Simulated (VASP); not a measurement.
**Pb: single point with LDA**

Pb:

```
Pb
1.0
    -1.97966    1.97966    1.97966
     1.97966   -1.97966    1.97966
     1.97966    1.97966   -1.97966
Pb
1
Cartesian
  0.0000 0.0000 0.0000
```

This isn't the form of Pb at room conditions, which is fcc.

```json
{
 "Program": "VASP 6.6.1",
 "Task": "single point",
 "Functional": "LDA",
 "Potentials or basis": "VASP PAW LDA potentials, release 64 (Pb_d)",
 "Cutoff": "520 eV",
 "k mesh": "18 × 18 × 18",
 "Occupations": "gaussian, width 0.15 eV",
 "Spin": "no spin polarisation"
}
```

```json
{
  "Pressure": "-3.0 GPa",
  "Band gap on the k mesh": "zero (bands 7 and 8 overlap by 9.35 eV)"
}
```

Levels at points of the mesh, in eV from the Fermi level:
```tsv
k point	band 3	band 4	band 5	band 6	band 7	band 8	band 9	band 10	band 11	band 12
(0.00, 0.00, 0.00)	-17.03	-16.80	-16.80	-11.59	7.38	7.38	7.38	11.15	11.15	11.15
(0.50, 0.00, 0.00)	-16.82	-16.81	-16.66	-7.88	-3.92	3.36	5.08	7.54	8.93	13.80
(0.50, 0.50, 0.50)	-16.70	-16.70	-16.70	-5.27	-0.35	-0.35	-0.35	4.66	4.66	16.37
```

Run time: 22 s on 1 thread of Intel(R) Xeon(R) 6975P-C (Granite Rapids), with other jobs on the host, peak memory 0.19 GiB.

Caveat: spin-orbit coupling is left out, which moves the levels of the heavy elements.
